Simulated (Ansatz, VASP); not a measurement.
**MnHg: VASP beside Ansatz**

```xyz
2
Lattice="3.3150 0.0000 0.0000 0.0000 3.3150 0.0000 0.0000 0.0000 3.3150" Properties=species:S:1:pos:R:3 pbc="T T T"
Mn    1.6575    1.6575    1.6575
Hg    0.0000    0.0000    0.0000
```

Alike in both runs: task single point; functional LDA; k mesh 11 × 11 × 11; occupations fermi-dirac, width 0.08 eV; collinear spin.

|  | VASP | Ansatz |
| --- | --- | --- |
| version | VASP 6.6.1 | Ansatz 0.2.0 |
| potentials or method | VASP PAW LDA potentials, release 64 (Mn_pv, Hg), cutoff 520 eV | all-electron LAPW, scalar-relativistic |

|  | VASP | Ansatz | Ansatz less VASP |
| --- | --- | --- | --- |
| pressure (GPa) | -9.9 | -10.0 | -0.03 |
| net moment per atom (μB) | 1.85 | 1.88 | +0.036 |
| size of the moment on the site where the two differ most (μB) | 3.60 | 3.78 | +0.176 |

LDA's correlation is that of Perdew and Zunger in VASP and of Perdew and Wang (1992) in Ansatz. Site moments also hang on the region over which each program counts them. Ansatz ran all-electron here, and VASP with PAW potentials.

Spin-orbit coupling is off throughout.
